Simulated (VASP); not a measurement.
A run of VASP 6.6.1 is set up as follows.

The input POSCAR:

```
Al
1.0
    0.0000000000      1.9979611085      1.9979611085
    1.9979611085      0.0000000000      1.9979611085
    1.9979611085      1.9979611085      0.0000000000
Al
1
Direct
    0.0000000000      0.0000000000      0.0000000000
```

Contents of INCAR.step1:

```
SYSTEM = Al
PREC     = Accurate       ! precision mode
ENCUT    = 550            ! plane-wave cutoff, eV
ISMEAR   = 1              ! smearing method
SIGMA    = 0.1            ! smearing width, eV
LREAL    = .False.        ! projectors in reciprocal space
LASPH    = .True.         ! aspherical terms in the spheres
NELM     = 120            ! most SCF steps
NBANDS   = 8              ! bands
GGA      = PE             ! functional
ALGO     = Normal         ! electronic algorithm
EDIFF    = 1E-5           ! SCF threshold, eV
LWAVE    = .True.         ! write WAVECAR
LCHARG   = .False.        ! write CHGCAR
GGA_COMPAT= .False.
```

INCAR.step2

```
SYSTEM = Al
PREC     = Accurate       ! precision mode
ENCUT    = 550            ! plane-wave cutoff, eV
EDIFF    = 1E-6           ! SCF threshold, eV
ISMEAR   = 1              ! smearing method
SIGMA    = 0.1            ! smearing width, eV
LREAL    = .False.        ! projectors in reciprocal space
LASPH    = .True.         ! aspherical terms in the spheres
NELM     = 120            ! most SCF steps
ALGO     = Normal         ! electronic algorithm
ISIF     = 2              ! what is computed and relaxed
LWAVE    = .False.        ! write WAVECAR
LCHARG   = .False.        ! write CHGCAR
METAGGA  = R2SCAN         ! meta-GGA
LMIXTAU  = .True.       
NBANDS   = 8              ! bands
ISTART   = 1            
GGA_COMPAT= .False.
```

File KPOINTS:

```
Automatic mesh
0
Gamma
  9 9 9
  0 0 0
```

Potentials or basis: VASP PAW PBE potentials, release 64 (Al).

The run is started by

```bash
$ cat potpaw_PBE.64/Al/POTCAR > POTCAR
$ cp INCAR.step1 INCAR
$ mpirun -np 1 vasp_std > vasp.out
$ cp INCAR.step2 INCAR
$ mpirun -np 1 vasp_std > vasp.out
```

Problem. Predict the pressure.

Solution. -0.3 GPa.

Problem. Estimate the band gap on the k mesh.

Solution. Zero (an odd number of electrons rules out a gap without spin polarisation).

Caveat: the PAW data sets were made with another functional, which shifts forces and pressure a little.
